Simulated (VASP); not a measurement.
Wanted: the native input for a VASP 6.6.1 run.

```yaml
Task: electric field gradients
Functional: PBE
Potentials_or_basis: VASP PAW PBE potentials, release 64 (Ga_d, N)
Cutoff: 520 eV
k_mesh: 13 × 13 × 13
Occupations: fermi-dirac, width 0.02 eV
Spin: no spin polarisation
Dipole_correction: no
Further_INCAR_settings: ALGO = Normal; EDIFF = 1e-08; NBANDS = 16
```

The structure of GaN lies in POSCAR:

```
GaN
1.0
    0.0000000000      1.9655710232      1.9655710232
    1.9655710232      0.0000000000      1.9655710232
    1.9655710232      1.9655710232      0.0000000000
Ga N
1 1
Direct
    0.5000000000      0.5000000000      0.5000000000
    0.0000000000      0.0000000000      0.0000000000
```

This cell differs from its parent crystal: volume scaled by 0.96.

These files were run (other wordings do the same):

INCAR

```
PREC = Accurate
ENCUT = 520
EDIFF = 1E-8
ISMEAR = -1
SIGMA = 0.02
LREAL = False
LASPH = True
NELM = 120
ALGO = Normal
ISIF = 2
LWAVE = False
LCHARG = False
GGA = PE
LEFG = True
NBANDS = 16
GGA_COMPAT = False
```

KPOINTS

```
Automatic mesh
0
Gamma
  13 13 13
```

Potentials or basis: VASP PAW PBE potentials, release 64 (Ga_d, N).

Launch:

```sh
$ cat potpaw_PBE.64/Ga_d/POTCAR potpaw_PBE.64/N/POTCAR > POTCAR
$ mpirun -np 1 vasp_std > vasp.out
```

It gave:

```json
{
 "Pressure": "91.9 GPa",
 "Band gap on the k mesh": "2.22 eV, indirect (least direct gap 5.83 eV)"
}
```

Caveat: without QUAD_EFG the Cq values of the log hold for a quadrupole moment of 1 mb, not for the nuclei.

Run time: 66 s on 1 thread of AMD EPYC 7R13 (shared host), peak memory 0.12 GiB.
